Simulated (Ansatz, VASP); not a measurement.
**WC in VASP and in Ansatz**

The input INCAR:

```
SYSTEM = WC
  PREC = Accurate
  ENCUT = 520
  EDIFF = 1E-6
  ISMEAR = 0
  SIGMA = 0.15
  LREAL = .FALSE.
  LASPH = .TRUE.
  NELM = 100
  ALGO = Normal
  ISIF = 2
  LWAVE = .FALSE.
  LCHARG = .FALSE.
  GGA = PS
  NBANDS = 16
```

KPOINTS

```
regular mesh
0
G
  6 6 6
  0 0 0
```

The input POSCAR:

```
WC
1.0
    2.9005014360      0.0000000000      0.0000000000
   -1.4502507180      2.5119079273      0.0000000000
    0.0000000000      0.0000000000      2.8290000000
W C
1 1
Direct
   -0.1730424181     -0.1266758419     -0.0795334040
    0.6666666667      0.3333333333      0.5000000000
```

Input for Ansatz:

```yaml
crystal:
  lattice:
    - [2.900501436, 0.0, 0.0]
    - [-1.450250718, 2.5119079273, 0.0]
    - [0.0, 0.0, 2.829]
  atoms:
    - { symbol: W, position: [-0.1730424181, -0.1266758419, -0.079533404] }
    - { symbol: C, position: [0.6666666667, 0.3333333333, 0.5] }
basis:
  ecutwfc: 420
kpoints:
  mp_grid: { grid: [6, 6, 6] }
hamiltonian:
  xc: pbesol
scf:
  occupations: { method: gaussian, width: 0.15 }
output:
  forces: true
  stress: true
  eigenvalues: true
```

Alike in both runs: task single point; functional PBEsol; k mesh 6 × 6 × 6; occupations gaussian, width 0.15 eV; no spin polarisation.

```csv
,VASP,Ansatz
version,VASP 6.6.1,Ansatz 0.2.0
potentials or method,"VASP PAW PBE potentials, release 64 (W_sv, C), cutoff 520 eV","scalar-relativistic, plane waves, PAW"
valence electrons in the cell,18,18
```

Ansatz gave:

| Property | Result |
| --- | --- |
| gap on the k mesh at the Fermi level (eV) | none |
| rms of the force components (eV/Å) | 4.225 |

**Question.** Estimate VASP's values.

**Answer.** gap on the k mesh at the Fermi level (eV): none; rms of the force components (eV/Å): 4.266.

VASP's potentials were made for PBE, not for PBEsol. Atom by atom the forces differ by 0.045 eV/Å (rms over components). A gap of «none» marks a metal or a gap that the smearing closes.

The k mesh is coarse, so the values compare programs but aren't converged. Neither program's run includes spin-orbit coupling.
